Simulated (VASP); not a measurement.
Here is a VASP 6.6.1 calculation.

The input INCAR:

```
  ALGO = Normal
  EDIFF = 1E-6
  ENCUT = 520
  GGA = PE
  ISIF = 2
  ISMEAR = -1
  LASPH = T
  LCHARG = F
  LREAL = Auto
  LWAVE = F
  NBANDS = 50
  NELM = 80
  PREC = Accurate
  SIGMA = 0.039
```

Contents of KPOINTS:

```
k-points
0
Gamma
  2 2 2
```

File POSCAR:

```
Be2Si
1.0
    0.0000000000      5.2919080000      5.2919080000
    5.2919080000      0.0000000000      5.2919080000
    5.2919080000      5.2919080000      0.0000000000
Si Be
8 16
Direct
    0.0013267426     -0.0054065566      0.0026969479
   -0.0043508882      0.0052741847      0.4962084564
   -0.0085527753      0.5052080459      0.0089256087
    0.0040364458      0.4988723349      0.4985129182
    0.4986964059      0.0019438169      0.0089953378
    0.5059437919      0.0012991533      0.4959831123
    0.5054075959      0.4882631180      0.0003844549
    0.5013803150      0.4993810361      0.4999908351
    0.1360508346      0.1117864294      0.1075255843
    0.3743068663      0.3918561131      0.3625390880
    0.1230852842      0.1290305878      0.6383744767
    0.3568196953      0.3882858508      0.8594070418
    0.1284618894      0.6141653445      0.1286584158
    0.3813169088      0.8771830500      0.3675732836
    0.1196841479      0.6295754764      0.6260359213
    0.3787677337      0.8720661810      0.8764549573
    0.6226722007      0.1136340617      0.1262312194
    0.8735132961      0.3794198614      0.3725556075
    0.6395685639      0.1170575906      0.6146497634
    0.8755950595      0.3700403522      0.8796741175
    0.6069129509      0.6225481433      0.1455396617
    0.8759232965      0.8888985787      0.3724874847
    0.6177694321      0.6247330830      0.6261745291
    0.8836512275      0.8820773150      0.8524091878
```

Potentials or basis: VASP PAW PBE potentials, release 64 (Si, Be).

The run is started by

```sh
$ cat potpaw_PBE.64/Si/POTCAR potpaw_PBE.64/Be/POTCAR > POTCAR
$ mpirun -np 1 vasp_std > vasp.out
```

Q: What does it give for the band gap on the k mesh?

A: 0.20 eV.

Q: Predict the pressure.

A: 0.4 GPa.

Q: What does it give for the largest force?

A: 1.427 eV/Å.

Stress tensor (GPa, compression positive):
```
 0.34  1.39 -0.84
 1.39  0.49  0.17
-0.84  0.17  0.41
```

Caveat: the k points lie up to 0.51 Å⁻¹ apart; forces of over 1 eV/Å act on the atoms, so gaps and moduli don't describe the material at rest. A k mesh can miss the band edges.
